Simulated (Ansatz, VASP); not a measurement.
One calculation of SnSe, two programs

The input INCAR:

```
SYSTEM = SnSe
PREC = Accurate
ENCUT = 600
EDIFF = 1E-7
ISMEAR = 0
SIGMA = 0.1
LREAL = .False.
LASPH = .True.
NELM = 100
ALGO = Normal
ISIF = 3
LWAVE = .False.
LCHARG = .False.
GGA = PE
IBRION = 2
NSW = 90
EDIFFG = -0.04
```

Contents of KPOINTS:

```
Automatic mesh
0
Gamma
  4 4 4
  0 0 0
```

File POSCAR:

```
SnSe
1.0
    4.5057808760      0.0000000000      0.0000000000
    0.0000000000      4.5057808760      0.0000000000
    0.0000000000      0.0000000000      5.6934459438
Sn Se
2 2
Direct
    0.0000000000      0.5000000000      0.2351000000
    0.5000000000      0.0000000000      0.7649000000
    0.0000000000      0.0000000000      0.0000000000
    0.5000000000      0.5000000000      0.0000000000
```

Input for Ansatz:

```yaml
crystal:
  lattice:
    - [4.505780876, 0.0, 0.0]
    - [0.0, 4.505780876, 0.0]
    - [0.0, 0.0, 5.6934459438]
  atoms:
    - { symbol: Sn, position: [0.0, 0.5, 0.2351] }
    - { symbol: Sn, position: [0.5, 0.0, 0.7649] }
    - { symbol: Se, position: [0.0, 0.0, 0.0] }
    - { symbol: Se, position: [0.5, 0.5, 0.0] }
basis:
  ecutwfc: 420
kpoints:
  mp_grid: { grid: [4, 4, 4] }
hamiltonian:
  xc: pbe
scf:
  occupations: { method: gaussian, width: 0.1 }
  lower_state_search: "off"
output:
  forces: true
  stress: true
  eigenvalues: true
relax:
  adjacent_minimum: "off"
  f_tol: 0.04
  max_steps: 70
  cell: { stress_tol: 0.4 }
```

Alike in both runs: task relaxation of cell and atoms; functional PBE; k mesh 4 × 4 × 4; occupations gaussian, width 0.1 eV; no spin polarisation.

```csv
,VASP,Ansatz
version,VASP 6.6.1,Ansatz 0.2.0
potentials or method,"VASP PAW PBE potentials, release 64 (Sn_d, Se), cutoff 600 eV","scalar-relativistic, plane waves, PAW"
valence electrons in the cell,40,60
```

```csv
,VASP,Ansatz,Ansatz less VASP
"gap on the k mesh at the Fermi level, each at its own relaxed structure (eV)",0.84,0.81,-0.030
relaxed volume (Å³/atom),30.46,29.87,-0.593
relaxed cell length with the largest relative difference (Å),4.602,4.504,-0.0976
```

VASP's potentials hold 40 valence electrons a cell and Ansatz's 60, so a difference there can come from the potentials and not from the codes.
